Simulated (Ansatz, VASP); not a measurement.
## ZnSe in VASP and in Ansatz

```
Zn Se
1.0
     0.00000    2.83244    2.83244
     2.83244    0.00000    2.83244
     2.83244    2.83244    0.00000
Zn Se
1 1
Direct
  0.00000 0.00000 0.00000
  0.25000 0.25000 0.25000
```

Alike in both runs: task relaxation of cell and atoms; functional PBEsol; k mesh 8 × 8 × 8; occupations gaussian, width 0.02 eV; no spin polarisation.

|  | VASP | Ansatz |
| --- | --- | --- |
| version | VASP 6.6.1 | Ansatz 0.2.0 |
| potentials or method | VASP PAW PBE potentials, release 64 (Zn, Se), cutoff 600 eV | scalar-relativistic, plane waves, PAW |
| valence electrons in the cell | 18 | 28 |

```csv
,VASP,Ansatz,Ansatz less VASP
"gap on the k mesh at the Fermi level, each at its own relaxed structure (eV)",1.23,1.24,+0.007
relaxed volume (Å³/atom),22.43,22.35,-0.084
relaxed cell length with the largest relative difference (Å),3.988,3.983,-0.0050
```

VASP's potentials were made for PBE, not for PBEsol, and Ansatz warns of the same on its side. VASP's potentials hold 18 valence electrons a cell and Ansatz's 28, so a difference there can come from the potentials and not from the codes.
